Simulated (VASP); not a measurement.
# CoO: single point with revPBE+D3(BJ)+U

CoO:

```
Co O
1.0
     1.50547    0.86918    2.43993
    -1.50547    0.86918    2.43993
     0.00000   -1.73837    2.43993
Co O
1 1
Direct
  0.00000 0.00000 0.00000
  0.50000 0.50000 0.50000
```

| Property | Result |
| --- | --- |
| Program | VASP 6.6.1 |
| Task | single point |
| Functional | revPBE |
| Dispersion | D3(BJ) |
| Potentials or basis | VASP PAW PBE potentials, release 64 (Co, O) |
| Cutoff | 600 eV |
| k mesh | 11 × 11 × 11 |
| Occupations | methfessel-paxton, width 0.1 eV |
| Spin | collinear spin, zero start |
| Starting moments | [0.0, 0.0] μB |
| Fixed moment | 0 μB |
| Hubbard terms | Co d U = 4.5 eV |

The pressure is 102.5 GPa, the net moment is 0.00 μB per cell and the valence electrons inside the program's atomic spheres are Co 7.96; O 4.95. The dispersion energy per atom is -0.494 eV.

Stress tensor (GPa, compression positive):
```
101.75   0.00   0.00
  0.00 101.75   0.00
  0.00   0.00 103.98
```

Eigenvalues of the final occupation matrices:
```
    site  spin  trace               eigenvalues
site 1 d     1   3.69  0.40 0.40 0.96 0.96 0.96
site 1 d     2   3.69  0.40 0.40 0.96 0.96 0.96
```

Wall time 2.2 min on 1 thread of Intel Xeon 8259CL, with other jobs on the host, peak memory 0.23 GiB.

Caveat: three body term missing; the cell stands under pressure; the PAW data sets were made with another functional, which shifts forces and pressure a little; the total moment is fixed, so each spin has its own Fermi level.
